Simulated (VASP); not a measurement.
HfN: single point with PBEsol

Crystal: HfN.

```
Hf N
1.0
     0.00000    2.47108    2.47108
     2.47108    0.00000    2.47108
     2.47108    2.47108    0.00000
Hf N
1 1
Cartesian
  0.0000 0.0000 0.0000
  1.2355 1.2355 1.2355
```

This cell differs from its parent crystal: volume scaled by 1.02.

```yaml
Program: VASP 6.6.1
Task: single point
Functional: PBEsol
Potentials_or_basis: VASP PAW PBE potentials, release 64 (Hf_pv, N)
Cutoff: 520 eV
k_mesh: 9 × 9 × 9
Occupations: fermi-dirac, width 0.05 eV
Spin: no spin polarisation
```

```json
{
 "Pressure": "-9.4 GPa"
}
```

Levels at points of the mesh, in eV from the Fermi level:
```
           k point  band 6  band 7  band 8  band 9  band 10  band 11
(0.00, 0.00, 0.00)   -5.34   -5.34   -0.76    2.18     2.18     6.48
```

Wall time 15 s on 1 thread of Intel(R) Xeon(R) Platinum 8259CL CPU @ 2.50GHz (Skylake/Cascade Lake), on a shared host, peak memory 0.16 GiB.

Caveat: the PAW data sets were made with another functional, which shifts forces and pressure a little; spin-orbit coupling is left out, which moves the levels of the heavy elements.
